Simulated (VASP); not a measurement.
Here is a VASP 6.6.1 calculation.

Contents of INCAR:

```
SYSTEM = CdS
ALGO = Normal
EDIFF = 1E-6
ENCUT = 500
GGA = PS
GGA_COMPAT = .FALSE.
ISIF = 2
ISMEAR = 0
LASPH = .TRUE.
LCHARG = .TRUE.
LELF = .TRUE.
LREAL = .FALSE.
LVHAR = .TRUE.
LWAVE = .FALSE.
NBANDS = 26
NELM = 120
PREC = Accurate
SIGMA = 0.01
```

KPOINTS

```
k-points
0
G
  6 4 6
  0 0 0
```

POSCAR

```
CdS
1.0
    3.8984400000      0.0000000000      0.0000000000
    0.0000000000      5.5114900000      0.0000000000
    0.0000000000      0.0000000000      3.8981000000
Cd S
2 2
Direct
    0.5000000000      0.5000000000      0.2430300000
    0.0000000000      0.0000000000      0.7569700000
    0.5000000000      0.0000000000      0.2551600000
    0.0000000000      0.5000000000      0.7448400000
```

Potentials or basis: VASP PAW PBE potentials, release 64 (Cd, S).

Launch:

```sh
$ cat potpaw_PBE.64/Cd/POTCAR potpaw_PBE.64/S/POTCAR > POTCAR
$ mpirun -np 1 vasp_std > vasp.out
```

Q: Estimate the band gap on the k mesh.

A: 0.13 eV.

Q: Predict the largest force.

A: 0.028 eV/Å.

Q: Predict the pressure.

A: -4.2 GPa.

Forces on the atoms (eV/Å):
```
Cd   0.000  0.000  0.019
Cd   0.000  0.000 -0.019
S    0.000  0.000 -0.028
S    0.000  0.000  0.028
```

Caveat: the cell stands under tension; the PAW data sets were made with another functional, which shifts forces and pressure a little. A k mesh can miss the band edges.
